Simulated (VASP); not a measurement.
Runs of VASP 6.6.1 on TePb. The structure is that of space group Fm-3m (No. 225), or close to it. The cells are those of the table. 

```tsv
level	cell	smearing	gap on the mesh (eV)	pressure (GPa)
r2SCAN	a = 4.622, b = 4.622, c = 4.733 Å, angles 59.2, 59.2, 58.4°, 2 atoms	gaussian 0.01 eV	(a)	(b)
r2SCAN	a = 4.364 Å, angles 60.0°, 2 atoms	gaussian 0.01 eV	0.64	10.6
PBE	a = 4.622, b = 4.622, c = 4.733 Å, angles 59.2, 59.2, 58.4°, 2 atoms	fermi-dirac 0.02 eV	0.56	0.6
PBE	a = 4.364 Å, angles 60.0°, 2 atoms	fermi-dirac 0.02 eV	(c)	11.0
```

Alike in all rows: task single point; potentials or basis VASP PAW PBE potentials, release 64 (Pb_d, Te); no spin polarisation; k mesh 8 × 8 × 8; cutoff (eV) 520.

Task: Fill in the values left out.

Result: (a) 0.82; (b) 0.0; (c) 0.38.

Caveats: the structure was generated, so it needn't be the stable form of TePb; spin-orbit coupling is left out, which moves the levels of the heavy elements; the PAW data sets were made with another functional, which shifts forces and pressure a little (at least some runs); the cell stands under pressure (at least some runs).

A k mesh can miss the band edges, and the runs leave out spin-orbit coupling on Pb, Te.
